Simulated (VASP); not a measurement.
Input of a VASP 6.6.1 run:

INCAR

```
ALGO = Normal
EDIFF = 1E-6
ENCUT = 520
ISIF = 2
ISMEAR = -1
ISPIN = 2
LASPH = T
LCHARG = F
LMAXMIX = 4
LORBIT = 11
LREAL = F
LWAVE = F
MAGMOM = 4 0 0
NBANDS = 24
NELM = 150
PREC = Accurate
SIGMA = 0.05
```

Contents of KPOINTS:

```
k-points
0
Gamma
  11 11 11
```

Contents of POSCAR:

```
MnO2
1.0
    1.3992749259      0.8078717551      4.4903556470
   -1.3992749259      0.8078717551      4.4903556470
    0.0000000000     -1.6157435103      4.4903556470
Mn O
1 2
Direct
    0.0000000000      0.0000000000      0.0000000000
    0.7356355100      0.7356355100      0.7356355100
    0.2643644900      0.2643644900      0.2643644900
```

Potentials or basis: VASP PAW LDA potentials, release 64 (Mn_pv, O).

Run with:

```sh
$ cat potpaw_LDA.64/Mn_pv/POTCAR potpaw_LDA.64/O/POTCAR > POTCAR
$ mpirun -np 1 vasp_std > vasp.out
```

Problem. What does it give for the band gap on the k mesh?

Solution. 0.11 eV, indirect (least direct gap 0.15 eV).

Problem. Estimate the site moments.

Solution. Mn +2.72; O +0.09 μB.

Problem. What does it give for the net moment?

Solution. 2.99 μB per cell.

Problem. Predict the pressure.

Solution. 5.7 GPa.

Forces in eV/Å, atoms in the order of the input:
```
Mn   0.000  0.000  0.000
O    0.000  0.000  0.502
O    0.000  0.000 -0.502
```

Caveat: a cell with one magnetic atom can't hold antiferromagnetic order, which such compounds often take. A k mesh can miss the band edges.
